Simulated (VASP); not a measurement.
# Sn: single point with LDA

The system is Sn.

```
CELL_PARAMETERS angstrom
-2.89345 2.89345 1.56311
2.89345 -2.89345 1.56311
2.89345 2.89345 -1.56311
ATOMIC_POSITIONS crystal
Sn 0.00000 0.00000 0.00000
Sn 0.75000 0.25000 0.50000
```

| Item | Value |
| --- | --- |
| Program | VASP 6.6.1 |
| Task | single point |
| Functional | LDA |
| Potentials or basis | VASP PAW LDA potentials, release 64 (Sn_d) |
| Cutoff | 520 eV |
| k mesh | 9 × 9 × 9 |
| Occupations | fermi-dirac, width 0.05 eV |
| Spin | no spin polarisation |

* Pressure: 0.1 GPa
* Band gap on the k mesh: zero (bands 14 and 15 overlap by 4.14 eV)

Levels at points of the mesh, in eV from the Fermi level:
```csv
k point,band 12,band 13,band 14,band 15,band 16,band 17
"(0.00, 0.00, 0.00)",-3.73,-2.12,-2.12,2.98,6.25,6.25
```

It took 2.1 min on 1 thread of AMD EPYC 7R13 Processor (Zen 3) (shared host), peak memory 0.18 GiB.

Caveat: spin-orbit coupling is left out, which moves the levels of the heavy elements.
